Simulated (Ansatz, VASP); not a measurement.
One calculation of MoS2, two programs

Contents of INCAR:

```
SYSTEM = MoS2
PREC = Accurate
ENCUT = 520
EDIFF = 1E-6
ISMEAR = 0
SIGMA = 0.05
LREAL = .False.
LASPH = .True.
NELM = 80
ALGO = Normal
ISIF = 2
LWAVE = .False.
LCHARG = .False.
GGA = PE
IVDW = 12
NBANDS = 64
```

KPOINTS

```
regular mesh
0
Gamma
  6 6 4
  0 0 0
```

POSCAR

```
MoS2
1.0
    6.2994479940      0.0000000001      0.0000000000
   -3.1497239971      5.4554819926      0.0000000000
    0.0000000000      0.0000000000      6.6475426602
Mo S
4 8
Direct
    0.4635455358      0.4817727679      0.0257735873
    0.5000000000      0.0000000000      0.0000000000
    0.0000000000      0.5000000000      0.0000000000
    0.0000000000      0.0000000000      0.0000000000
    0.1666666667      0.3333333333      0.2356692374
    0.1666666667      0.8333333333      0.2356692374
    0.6666666667      0.3333333333      0.2356692374
    0.6666666667      0.8333333333      0.2356692374
    0.1666666667      0.3333333333      0.7643307626
    0.1666666667      0.8333333333      0.7643307626
    0.6666666667      0.3333333333      0.7643307626
    0.6666666667      0.8333333333      0.7643307626
```

Input for Ansatz:

```yaml
crystal:
  lattice:
    - [6.299447994, 1.0e-10, 0.0]
    - [-3.1497239971, 5.4554819926, 0.0]
    - [0.0, 0.0, 6.6475426602]
  atoms:
    - { symbol: Mo, position: [0.4635455358, 0.4817727679, 0.0257735873] }
    - { symbol: Mo, position: [0.5, 0.0, 0.0] }
    - { symbol: Mo, position: [0.0, 0.5, 0.0] }
    - { symbol: Mo, position: [0.0, 0.0, 0.0] }
    - { symbol: S, position: [0.1666666667, 0.3333333333, 0.2356692374] }
    - { symbol: S, position: [0.1666666667, 0.8333333333, 0.2356692374] }
    - { symbol: S, position: [0.6666666667, 0.3333333333, 0.2356692374] }
    - { symbol: S, position: [0.6666666667, 0.8333333333, 0.2356692374] }
    - { symbol: S, position: [0.1666666667, 0.3333333333, 0.7643307626] }
    - { symbol: S, position: [0.1666666667, 0.8333333333, 0.7643307626] }
    - { symbol: S, position: [0.6666666667, 0.3333333333, 0.7643307626] }
    - { symbol: S, position: [0.6666666667, 0.8333333333, 0.7643307626] }
basis:
  ecutwfc: 420
kpoints:
  mp_grid: { grid: [6, 6, 4] }
hamiltonian:
  xc: pbe
  dispersion: d3bj
scf:
  occupations: { method: gaussian, width: 0.05 }
output:
  forces: true
  stress: true
  eigenvalues: true
  write_density: true
  write_potential: true
  elf: true
  volumetric_format: npy
```

Alike in both runs: task single point; functional PBE; dispersion D3(BJ); k mesh 6 × 6 × 4; occupations gaussian, width 0.05 eV; no spin polarisation.

```csv
,VASP,Ansatz
version,VASP 6.6.1,Ansatz 0.2.0
potentials or method,"VASP PAW PBE potentials, release 64 (Mo_sv, S), cutoff 520 eV","scalar-relativistic, plane waves, PAW"
valence electrons in the cell,104,104
```

```csv
,VASP,Ansatz,Ansatz less VASP
gap on the k mesh at the Fermi level (eV),0.77,0.76,-0.012
least direct gap on the mesh (eV),1.16,1.15,-0.002
pressure (GPa),1.4,1.6,+0.14
"traceless stress, the component that is largest in VASP (GPa)",-1.31,-1.32,-0.013
rms of the force components (eV/Å),1.456,1.461,+0.0050
```

Atom by atom the forces differ by 0.008 eV/Å (rms over components).
